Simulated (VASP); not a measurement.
Set up this calculation in VASP 6.6.1, as the native input.

- Task: relaxation of cell and atoms
- Functional: r2SCAN
- Potentials or basis: VASP PAW PBE potentials, release 64 (Cd, Te)
- Cutoff: 550 eV
- k mesh: 10 × 10 × 10
- Occupations: gaussian, width 0.02 eV
- Spin: no spin polarisation
- Target pressure: 0.48 GPa
- Dipole correction: no
- Further INCAR settings: ALGO = Normal; EDIFF = 1e-07; IBRION = 2; EDIFFG = -0.004; NSW = 70; ISIF = 3

CdTe:

```
Cd Te
1.0
     0.00000    3.24872    3.24872
     3.24872    0.00000    3.24872
     3.24872    3.24872    0.00000
Cd Te
1 1
Direct
  0.00000 0.00000 0.00000
  0.25000 0.25000 0.25000
```

The input as run:

POSCAR

```
CdTe
1.0
    0.0000000000      3.2487208085      3.2487208085
    3.2487208085      0.0000000000      3.2487208085
    3.2487208085      3.2487208085      0.0000000000
Cd Te
1 1
Direct
    0.0000000000      0.0000000000      0.0000000000
    0.2500000000      0.2500000000      0.2500000000
```

INCAR.step1

```
ALGO = Normal
EDIFF = 1E-5
EDIFFG = -0.005
ENCUT = 550
GGA = PE
GGA_COMPAT = False
IBRION = 2
ISIF = 3
ISMEAR = 0
LASPH = True
LCHARG = False
LREAL = False
LWAVE = True
NELM = 120
NELMIN = 4
NSW = 100
PREC = Accurate
SIGMA = 0.02
```

INCAR.step2

```
ALGO = Normal
EDIFF = 1E-7
EDIFFG = -0.004
ENCUT = 550
GGA_COMPAT = False
IBRION = 2
ISIF = 3
ISMEAR = 0
ISTART = 1
LASPH = True
LCHARG = False
LMIXTAU = True
LREAL = False
LWAVE = False
METAGGA = R2SCAN
NELM = 120
NELMIN = 4
NSW = 70
PREC = Accurate
PSTRESS = 4.8
SIGMA = 0.02
```

KPOINTS

```
k-points
0
Gamma
  10 10 10
```

Potentials or basis: VASP PAW PBE potentials, release 64 (Cd, Te).

Run with:

```bash
$ cat potpaw_PBE.64/Cd/POTCAR potpaw_PBE.64/Te/POTCAR > POTCAR
$ cp INCAR.step1 INCAR
$ mpirun -np 1 vasp_std > vasp.out
$ cp INCAR.step2 INCAR
$ mpirun -np 1 vasp_std > vasp.out
```

It gave:

```
Relaxed volume                                             : 34.91 Å³/atom
Relaxed cell                                               : a = 4.622 Å, b = 4.622 Å, c = 4.622 Å, α = 60.00°, β = 60.00°, γ = 60.00°
Space group after relaxing (to 0.1 Å)                      : F-43m (No. 216)
Energy change on relaxing (the run minimises the enthalpy) : -3.4 meV/atom
Ionic steps                                                : 3
Pressure after relaxing                                    : 0.5 GPa
Band gap on the k mesh                                     : 1.19 eV
```

Caveat: the cell is relaxed towards a set pressure, so the run minimises the enthalpy, not the energy; the PAW data sets were made with another functional, which shifts forces and pressure a little; spin-orbit coupling is left out, which moves the levels of the heavy elements.

Wall time 8.9 min on 1 thread of Intel(R) Xeon(R) Platinum 8375C CPU @ 2.90GHz (Ice Lake), on a shared host, peak memory 0.26 GiB.
